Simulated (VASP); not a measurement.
Crystal: BeS.

```xyz
2
Lattice="0.0000 2.4569 2.4569 2.4569 0.0000 2.4569 2.4569 2.4569 0.0000" Properties=species:S:1:pos:R:3 pbc="T T T"
Be    0.0000    0.0000    0.0000
S     1.2285    1.2285    1.2285
```

| Property | Result |
| --- | --- |
| Program | VASP 6.6.1 |
| Task | relaxation of cell and atoms |
| Functional | r2SCAN |
| Potentials or basis | VASP PAW PBE potentials, release 64 (Be, S) |
| Cutoff | 660 eV |
| k mesh | 9 × 9 × 9 |
| Occupations | fermi-dirac, width 0.02 eV |
| Spin | no spin polarisation |

At the start: pressure -2.3 GPa; volume 14.83 Å³/atom.

Question: Where does the relaxation end?

Answer: Over 3 steps the energy falls by 2.7 meV/atom and the volume is 14.47 Å³/atom (-2.4 %); space group F-43m (No. 216, to 0.05 Å).

Step by step:
| step | energy change (eV) | largest force (eV/Å) | pressure (GPa) | volume (Å³) |
| --- | --- | --- | --- | --- |
| 1 | 0.0000 | 0.0000 | -2.31 | 29.66 |
| 2 | -0.0050 | 0.0000 | 0.63 | 28.75 |
| 3 | -0.0053 | 0.0000 | 0.00 | 28.94 |

Final structure:
```
Be S
1.0
     0.00000    2.43671    2.43671
     2.43671    0.00000    2.43671
     2.43671    2.43671    0.00000
Be S
1 1
Direct
  0.00000 0.00000 0.00000
  0.25000 0.25000 0.25000
```

Caveat: the PAW data sets were made with another functional, which shifts forces and pressure a little.
